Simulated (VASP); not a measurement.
**SnO2: single point with LDA**

Crystal: SnO2.

```
Sn O
1.0
    -3.25423    3.40601    3.40601
     3.25423   -3.40601    3.40601
     3.14749    3.30402   -3.40601
Sn O
4 8
Cartesian
  -0.0801 5.0325 1.7030
  3.2275 -1.7285 1.7030
  1.5737 1.6520 1.7030
  -1.6271 1.7030 1.7030
  1.5738 1.6520 -0.3822
  3.1636 2.9267 1.7030
  4.7746 1.6010 -0.3822
  3.1848 0.3264 1.7030
  -0.0373 2.9776 1.7030
  -0.0161 0.3774 1.7030
  -1.6271 1.7030 3.7882
  1.5737 1.6520 3.7882
```

This cell differs from its parent crystal: biaxial strain in the a-b plane: +2.0 %.

```json
{
  "Program": "VASP 6.6.1",
  "Task": "single point",
  "Functional": "LDA",
  "Potentials or basis": "VASP PAW LDA potentials, release 64 (Sn_d, O)",
  "Cutoff": "520 eV",
  "k mesh": "6 × 6 × 6",
  "Occupations": "gaussian, width 0.02 eV",
  "Spin": "no spin polarisation"
}
```

* Pressure: -4.1 GPa
* Largest force: 0.115 eV/Å
* Band gap on the k mesh: 0.90 eV

Forces on the atoms (eV/Å):
```
Sn   0.000  0.000  0.000
Sn   0.000  0.000  0.000
Sn   0.000  0.000  0.000
Sn   0.000  0.000  0.000
O    0.000  0.000 -0.015
O    0.107 -0.040  0.000
O    0.000  0.000 -0.015
O   -0.107  0.040  0.000
O    0.107 -0.040  0.000
O   -0.107  0.040  0.000
O    0.000  0.000  0.015
O    0.000  0.000  0.015
```

Stress tensor (GPa, compression positive):
```
-3.59  3.15  0.00
 3.15 -1.49  0.00
 0.00  0.00 -7.32
```

Levels at points of the mesh, in eV from the valence-band top:
```
           k point  band 50  band 51  band 52  band 53  band 54  band 55
(0.00, 0.00, 0.00)    -0.75    -0.72     0.00     0.90     4.40     4.47
(0.50, 0.00, 0.00)    -0.71    -0.65    -0.64     4.01     4.10     5.97
(0.00, 0.50, 0.00)    -0.78    -0.53    -0.53     4.20     4.20     5.74
(0.50, 0.50, 0.00)    -0.91    -0.44    -0.44     4.17     4.17     5.83
(0.00, 0.00, 0.50)    -0.96    -0.57    -0.57     4.20     4.20     5.79
(0.50, 0.50, 0.50)    -1.15    -1.00    -0.83     4.41     4.50     5.74
```

Wall time 6.8 min on 1 thread of Intel(R) Xeon(R) 6975P-C (Granite Rapids) (shared host), peak memory 0.54 GiB.

Caveat: the cell differs from its parent crystal (biaxial strain in the a-b plane: +2.0 %); spin-orbit coupling is left out, which moves the levels of the heavy elements.
